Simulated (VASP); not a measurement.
The system is AlN.

```xyz
4
Lattice="3.3341 0.0000 0.0000 -1.6670 2.8874 0.0000 0.0000 0.0000 4.2153" Properties=species:S:1:pos:R:3 pbc="T T T"
Al    1.6670    0.9625    1.0538
Al    0.0000    1.9249    3.1615
N     1.6670    0.9625    3.1615
N     0.0000    1.9249    1.0538
```

This cell differs from its parent crystal: volume scaled by 1.02.

Base run:

* Program: VASP 6.6.1
* Functional: PBEsol
* Potentials or basis: VASP PAW PBE potentials, release 64 (Al, N)
* Cutoff: 520 eV
* k mesh: 9 × 9 × 7
* Occupations: fermi-dirac, width 0.05 eV
* Spin: no spin polarisation

Its results: band gap on the k mesh 3.04 eV, direct; pressure -7.4 GPa.

Q: The run is repeated on the same cell with these changes: functional from PBEsol to LDA; potentials or basis from VASP PAW PBE potentials, release 64 (Al, N) to VASP PAW LDA potentials, release 64 (Al, N). What comes out?

A: Band gap on the k mesh 3.14 eV, direct; pressure -11.9 GPa.

Caveats: the PAW data sets were made with another functional, which shifts forces and pressure a little (some runs).

A k mesh can miss the band edges.
